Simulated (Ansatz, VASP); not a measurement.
**Two plane-wave programs on C**

File INCAR:

```
SYSTEM = C
  PREC = Accurate
  ENCUT = 600
  EDIFF = 1E-7
  ISMEAR = -1
  SIGMA = 0.1
  LREAL = .FALSE.
  LASPH = .TRUE.
  NELM = 100
  ALGO = Normal
  ISIF = 3
  LWAVE = .FALSE.
  LCHARG = .FALSE.
  GGA = RP
  IBRION = 2
  NSW = 80
  EDIFFG = -0.01
```

File KPOINTS:

```
regular mesh
0
G
  7 7 7
  0 0 0
```

The input POSCAR:

```
C
1.0
    3.7546000832      0.0000000000      0.0000000000
    0.0000000000      3.7546000832      0.0000000000
    0.0000000000      0.0000000000      3.7546000832
C
8
Direct
    0.0000000000      0.0000000000      0.0000000000
    0.5000000000      0.5000000000      0.5000000000
    0.2500000000      0.0000000000      0.5000000000
    0.7500000000      0.0000000000      0.5000000000
    0.5000000000      0.2500000000      0.0000000000
    0.5000000000      0.7500000000      0.0000000000
    0.0000000000      0.5000000000      0.2500000000
    0.0000000000      0.5000000000      0.7500000000
```

Input for Ansatz:

```yaml
crystal:
  lattice:
    - [3.7546000832, 0.0, 0.0]
    - [0.0, 3.7546000832, 0.0]
    - [0.0, 0.0, 3.7546000832]
  atoms:
    - { symbol: C, position: [0.0, 0.0, 0.0] }
    - { symbol: C, position: [0.5, 0.5, 0.5] }
    - { symbol: C, position: [0.25, 0.0, 0.5] }
    - { symbol: C, position: [0.75, 0.0, 0.5] }
    - { symbol: C, position: [0.5, 0.25, 0.0] }
    - { symbol: C, position: [0.5, 0.75, 0.0] }
    - { symbol: C, position: [0.0, 0.5, 0.25] }
    - { symbol: C, position: [0.0, 0.5, 0.75] }
hamiltonian:
  xc: rpbe
  pseudopotentials:
    kind: paw
    azcp:
      C: "pseudopotentials/C.paw.azcp"
basis:
  ecutwfc: 420
  fft_grid_basis: typed
kpoints:
  mp_grid: { grid: [7, 7, 7], shift: [0, 0, 0] }
magnetization:
  spin_polarized: false
scf:
  occupations: { method: fermi_dirac, width: 0.1 }
relax:
  max_steps: 60
  f_tol: 0.01
  cell: {}
output:
  write_density: true
  write_potential: true
  elf: true
  volumetric_format: npy
```

Alike in both runs: task relaxation of cell and atoms; functional RPBE; k mesh 7 × 7 × 7; occupations fermi-dirac, width 0.1 eV; no spin polarisation.

|  | VASP | Ansatz |
| --- | --- | --- |
| version | VASP 6.6.1 | Ansatz 0.2.0 |
| potentials or method | VASP PAW PBE potentials, release 64 (C), cutoff 600 eV | plane waves (420 eV) with PAW, scalar-relativistic |
| valence electrons in the cell | 32 | 32 |

Ansatz gave:

| Item | Value |
| --- | --- |
| relaxed volume (Å³/atom) | 7.43 |
| relaxed cell length with the largest relative difference (Å) | 3.902 |

**Question.** Which values does VASP return?

**Answer.** Relaxed volume (Å³/atom): 7.42; relaxed cell length with the largest relative difference (Å): 3.902.

VASP's potentials were made for PBE, not for RPBE.
